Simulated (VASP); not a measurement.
# KMgF3: single point with PBEsol

KMgF3:

```
K Mg F
1.0
     3.95057    0.00000    0.00000
     0.00000    3.95057    0.00000
     0.00000    0.00000    3.95057
K Mg F
1 1 3
Cartesian
  1.9753 1.9753 1.9753
  0.0000 0.0000 0.0000
  1.9753 0.0000 0.0000
  0.0000 1.9753 0.0000
  0.0000 0.0000 1.9753
```

This cell differs from its parent crystal: volume scaled by 0.97.

* Program: VASP 6.6.1
* Task: single point
* Functional: PBEsol
* Potentials or basis: VASP PAW PBE potentials, release 64 (K_sv, Mg, F)
* Cutoff: 520 eV
* k mesh: 6 × 6 × 6
* Occupations: gaussian, width 0.02 eV
* Spin: no spin polarisation
* Dipole correction: no
* Further INCAR settings: ALGO = Normal; EDIFF = 1e-07; NBANDS = 24

- Pressure: 2.0 GPa
- Band gap on the k mesh: 7.32 eV, indirect (least direct gap 7.65 eV)

Levels at points of the mesh, in eV from the valence-band top:
```tsv
k point	band 13	band 14	band 15	band 16	band 17	band 18	band 19	band 20
(0.00, 0.00, 0.00)	-0.66	-0.32	-0.32	-0.32	7.32	9.97	9.97	12.20
(0.50, 0.00, 0.00)	-0.91	-0.91	-0.55	-0.55	10.12	10.56	11.07	12.86
(0.50, 0.50, 0.00)	-1.11	-0.93	-0.93	-0.02	10.97	11.71	12.70	12.70
(0.50, 0.50, 0.50)	-1.15	0.00	0.00	0.00	10.41	10.41	10.41	14.02
```

It took 45 s on 1 thread of Intel(R) Xeon(R) Platinum 8259CL CPU @ 2.50GHz (Skylake/Cascade Lake), on a shared host, peak memory 0.18 GiB.

Caveat: the PAW data sets were made with another functional, which shifts forces and pressure a little. A k mesh can miss the band edges.
